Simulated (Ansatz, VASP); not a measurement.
# Si2W: VASP beside Ansatz

```
Si W
1.0
    -1.61465    1.61465    3.93361
     1.61465   -1.61465    3.93361
     1.61465    1.61465   -3.93361
Si W
2 1
Cartesian
  0.0000 0.0000 2.7155
  0.0000 0.0000 5.1518
  0.0000 0.0000 0.0000
```

Alike in both runs: task single point; functional PBE; k mesh 18 × 18 × 18; occupations gaussian, width 0.15 eV; no spin polarisation.

|  | VASP | Ansatz |
| --- | --- | --- |
| version | VASP 6.6.1 | Ansatz 0.2.0 |
| potentials or method | VASP PAW PBE potentials, release 64 (Si, W_sv), cutoff 520 eV | scalar-relativistic, plane waves, PAW |
| valence electrons in the cell | 22 | 22 |

|  | VASP | Ansatz | Ansatz less VASP |
| --- | --- | --- | --- |
| gap on the k mesh at the Fermi level (eV) | none | none | - |
| pressure (GPa) | 3.2 | 3.2 | -0.03 |
| traceless stress, the component that is largest in VASP (GPa) | 1.67 | 1.76 | +0.091 |
| rms of the force components (eV/Å) | 0.861 | 0.863 | +0.0014 |

Atom by atom the forces differ by 0.001 eV/Å (rms over components). A gap of «none» marks a metal or a gap that the smearing closes. The functional is the same, so the differences come from potentials, cutoffs and numerics.

Spin-orbit coupling is off throughout.
